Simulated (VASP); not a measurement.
# Sm3H2 (Pm-3m) in VASP: further runs, part 3 of 3

VASP 6.6.1.

## 5. Single point, PBE

This run uses another cell than the first one, of 22.46 Å³/atom.

Input file INCAR:

```
ALGO = Normal
EDIFF = 1E-6
ENCUT = 500
GGA = PE
GGA_COMPAT = False
ISIF = 2
ISMEAR = 0
LASPH = True
LCHARG = False
LMAXMIX = 6
LREAL = False
LWAVE = False
NBANDS = 26
NELM = 200
PREC = Accurate
SIGMA = 0.1
```

Input file KPOINTS:

```
k-points
0
Gamma
  8 8 8
```

Input file POSCAR:

```
Sm3H2
1.0
    4.8245654113      0.0000000000      0.0000000000
    0.0000000000      4.8245654113      0.0000000000
    0.0000000000      0.0000000000      4.8245654113
Sm H
3 2
Direct
    0.0000000000      0.5000000000      0.5000000000
    0.5000000000      0.0000000000      0.5000000000
    0.5000000000      0.5000000000      0.0000000000
    0.5000000000      0.5000000000      0.5000000000
    0.0000000000      0.0000000000      0.0000000000
```

Potentials or basis: VASP PAW PBE potentials, release 64 (Sm_3, H), 4f in core.

The run is started by

```console
cat potpaw_PBE.64/Sm_3/POTCAR potpaw_PBE.64/H/POTCAR > POTCAR
mpirun -np 1 vasp_std > vasp.out
```

OUTCAR:

```text
EDIFF = 1E-6
   ENCUT = 500
   GGA = PE
   ISIF = 2
   ISMEAR = 0
   LASPH = True
   LREAL = False
   NELM = 200
   PREC = Accurate

 ion  position               nearest neighbor table
   1  0.000  0.500  0.500-   2 3.41   3 3.41   3 3.41   2 3.41   2 3.41   3 3.41   3 3.41   2 3.41

   2  0.500  0.000  0.500-   1 3.41   3 3.41   3 3.41   1 3.41   3 3.41   3 3.41   1 3.41   1 3.41

   3  0.500  0.500  0.000-   1 3.41   2 3.41   1 3.41   2 3.41   2 3.41   2 3.41   1 3.41   1 3.41

   4  0.500  0.500  0.500-
   5  0.000  0.000  0.000-

  LATTYP: Found a simple cubic cell.
 ALAT       =     4.8245654113

  Lattice vectors:

 A1 = (   4.8245654113,   0.0000000000,   0.0000000000)
 A2 = (   0.0000000000,   4.8245654113,   0.0000000000)
 A3 = (   0.0000000000,   0.0000000000,   4.8245654113)

Analysis of symmetry for initial positions (statically):
=====================================================================
 Subroutine PRICEL returns:
 Original cell was already a primitive cell.

 Routine SETGRP: Setting up the symmetry group for a
 simple cubic supercell.

 Subroutine GETGRP returns: Found 48 space group operations
 (whereof 48 operations were pure point group operations)
 out of a pool of 48 trial point group operations.

The static configuration has the point symmetry O_h .

Analysis of symmetry for dynamics (positions and initial velocities):
=====================================================================
 Subroutine PRICEL returns:
 Original cell was already a primitive cell.

 Routine SETGRP: Setting up the symmetry group for a
 simple cubic supercell.

 Subroutine GETGRP returns: Found 48 space group operations
 (whereof 48 operations were pure point group operations)
 out of a pool of 48 trial point group operations.
[... 118 lines left out ...]
   NELECT =      35.0000    total number of electrons
   NUPDOWN=      -1.0000    fix difference up-down
   EMIN   =  10.00;   EMAX   =-10.00  energy-range for DOS
   EFERMI =   0.00;   METHOD = LEGACY
   ISMEAR =     0;   SIGMA  =   0.10  broadening in eV -4-tet -1-fermi 0-gaus
   EFERMI_NEDOS =   21; number of points for ismear=-14 and -15
   IALGO  =     38    algorithm
   IMIX   =      4    mixing-type and parameters
     AMIX     =   0.40;   BMIX     =  1.00
     AMIX_MAG =   1.60;   BMIX_MAG =  1.00
  volume/ion in A,a.u.               =      22.46       151.57
  Fermi-wavevector in a.u.,A,eV,Ry     =   1.109957  2.097514 16.762426  1.232004
  Thomas-Fermi vector in A             =   2.246502
   LORBIT       =      0    0 simple, 1 ext, 2 COOP (PROOUT), +10 PAW based schemes
   GGA     = PE    functional components
   LHFCALC =     F    Hartree Fock is set to
   AEXX    =    0.0000 exact exchange contribution
   IVDW    =     0    specifies the selected vdW correction
   LEPSILON=     F    determine dielectric tensor
   LRPA    =     F    only Hartree local field effects (RPA)
 non-spin polarized calculation
 Gauss-broadening in eV      SIGMA  =   0.10
  energy-cutoff  :      500.00
  volume of cell :      112.30
 maximum number of plane-waves:      2897
 NGX is ok and might be reduce to    36
   NGX = 17   NGY = 17   NGZ = 17

 number of electron      34.9999998 magnetization

 Free energy of the ion-electron system (eV)
  ---------------------------------------------------
  ext. energy  EPLUGINS =         0.00000000
  ---------------------------------------------------
  free energy    TOTEN  =       -19.06544403 eV

  energy without entropy =      -19.04199040  energy(sigma->0) =      -19.05371721

 E-fermi :   2.7658     XC(G=0):  -9.5296

 val. band max:        2.7515281555   @ k =   0.3750   0.2500   0.1250
 cond. band min:       2.7719043304   @ k =   0.3750   0.1250   0.1250
 fundamental gap:      0.0203761749
 Fermi energy:         2.7658270045

 k-point     1 :       0.0000    0.0000    0.0000
  band No.  band energies     occupation
      1     -38.4387      2.00000
      2     -38.2423      2.00000
      3     -38.2423      2.00000
      4     -18.3202      2.00000
      5     -18.3202      2.00000
      6     -18.3202      2.00000
[... 685 lines left out ...]
     25       5.5587      0.00000
     26       5.7041      0.00000

 [... further k-points ...]
[... 5 lines left out ...]
  --------------------------------------------------------------------------------------
  -------------------------------------------------------------------------------------
  Total        0.1593049      0.1593049      0.1593049     -0.0000000     -0.0000000      0.0000000
  in kB        2.2728204      2.2728204      2.2728204     -0.0000000     -0.0000000      0.0000000
  external PRESSURE =       2.2728204 kB  Pullay stress =       0.0000000 kB

 VOLUME and BASIS-vectors are now :
 -----------------------------------------------------------------------------
  energy-cutoff  :      500.00
  volume of cell :      112.30
      direct lattice vectors                 reciprocal lattice vectors
     4.824565411  0.000000000  0.000000000     0.207272555  0.000000000  0.000000000
     0.000000000  4.824565411  0.000000000     0.000000000  0.207272555  0.000000000
     0.000000000  0.000000000  4.824565411     0.000000000  0.000000000  0.207272555

 POSITION                                       TOTAL-FORCE (eV/Angst)
 -----------------------------------------------------------------------------------
      0.00000      2.41228      2.41228         0.000000      0.000000      0.000000
      2.41228      0.00000      2.41228         0.000000      0.000000      0.000000
      2.41228      2.41228      0.00000         0.000000      0.000000      0.000000
      2.41228      2.41228      2.41228         0.000000      0.000000      0.000000
      0.00000      0.00000      0.00000         0.000000      0.000000      0.000000
 -----------------------------------------------------------------------------------
    total drift:                                0.000000      0.000000      0.000000

  FREE ENERGIE OF THE ION-ELECTRON SYSTEM (eV)
  ---------------------------------------------------
  free  energy   TOTEN  =       -19.0654440278 eV

  energy  without entropy=      -19.0419903955  energy(sigma->0) =      -19.05371721
```

OSZICAR:

```text
N       E                     dE             d eps       ncg     rms          rms(c)
DAV:   1     0.312804934151E+03    0.31280E+03   -0.16311E+04  1820   0.116E+03
DAV:   2    -0.117817941375E+02   -0.32459E+03   -0.31775E+03  2122   0.338E+02
DAV:   3    -0.199038812200E+02   -0.81221E+01   -0.79246E+01  2424   0.518E+01
DAV:   4    -0.200157575162E+02   -0.11188E+00   -0.11127E+00  2208   0.587E+00
DAV:   5    -0.200190227574E+02   -0.32652E-02   -0.32627E-02  2602   0.821E-01    0.727E+00
DAV:   6    -0.191461709482E+02    0.87285E+00   -0.14789E+00  2260   0.432E+00    0.372E+00
DAV:   7    -0.190602333384E+02    0.85938E-01   -0.47284E-01  2378   0.256E+00    0.119E+00
DAV:   8    -0.190650786820E+02   -0.48453E-02   -0.20483E-02  2170   0.659E-01    0.275E-01
DAV:   9    -0.190654293426E+02   -0.35066E-03   -0.95871E-04  2308   0.153E-01    0.352E-02
DAV:  10    -0.190654374730E+02   -0.81303E-05   -0.84754E-05  2256   0.366E-02    0.134E-02
DAV:  11    -0.190654440945E+02   -0.66216E-05   -0.10049E-05  2054   0.163E-02    0.230E-03
DAV:  12    -0.190654440278E+02    0.66679E-07   -0.49061E-07  1504   0.333E-03
   1 F= -.19065444E+02 E0= -.19053717E+02  d E =-.234536E-01
```

stdout:

```text
POSCAR found type information on POSCAR SmH
 POSCAR found :  2 types and       5 ions
 scaLAPACK will be used
 LDA part: xc-table for (Slater+PW92), standard interpolation
 POSCAR, INCAR and KPOINTS ok, starting setup
 FFT: planning ... GRIDC
 FFT: planning ... GRID_SOFT
 FFT: planning ... GRID
 WAVECAR not read
 entering main loop
```

It took 56 s on 1 thread of AMD EPYC 9R45 (Zen 5), shared host; peak memory 0.22 GiB.

What came out:

```
Free energy            : -19.0654 eV
Pressure               : 0.2 GPa
Band gap on the k mesh : zero (an odd number of electrons rules out a gap without spin polarisation)
```

Levels at points of the mesh, in eV from the Fermi level:
```
           k point  band 14  band 15  band 16  band 17  band 18  band 19  band 20  band 21
(0.00, 0.00, 0.00)    -4.67    -1.05    -1.05    -0.94    -0.94    -0.94     1.33     3.32
(0.50, 0.00, 0.00)    -3.67    -1.91    -0.55     0.25     0.25     0.64     1.34     1.34
(0.50, 0.50, 0.00)    -3.33    -1.18    -1.18     0.06     0.26     0.26     0.27     1.52
(0.50, 0.50, 0.50)    -3.45    -1.79    -1.79    -1.79     1.32     1.32     1.32     1.96
```

Caveat: spin-orbit coupling is left out, which moves the levels of the heavy elements; the 4f electrons are frozen in the core, so they carry no moment and show no levels. Spin polarisation is off, so any magnetic state and its effect on volume and gap are missing.

## 6. Summary

```csv
task,cell,k mesh,gap on the mesh (eV),pressure (GPa)
single point,"a = 4.792 Å, 5 atoms",4 × 4 × 4,none,1.0
single point,"a = 4.821 Å, 5 atoms",4 × 4 × 4,none,0.2
relaxation of cell and atoms,"relaxed from a = 4.792 Å, 5 atoms",4 × 4 × 4,none,0.2
single point,"a = 4.825 Å, 5 atoms",8 × 8 × 8,none,0.2
```

Alike in all rows: level PBE; potentials or basis VASP PAW PBE potentials, release 64 (Sm_3, H), 4f in core; no spin polarisation; cutoff (eV) 500; smearing gaussian 0.1 eV.

Caveats: spin-orbit coupling is left out, which moves the levels of the heavy elements; the 4f electrons are frozen in the core, so they carry no moment and show no levels.

Total energies depend on the potentials used, so only differences within one code and one set of settings carry meaning.
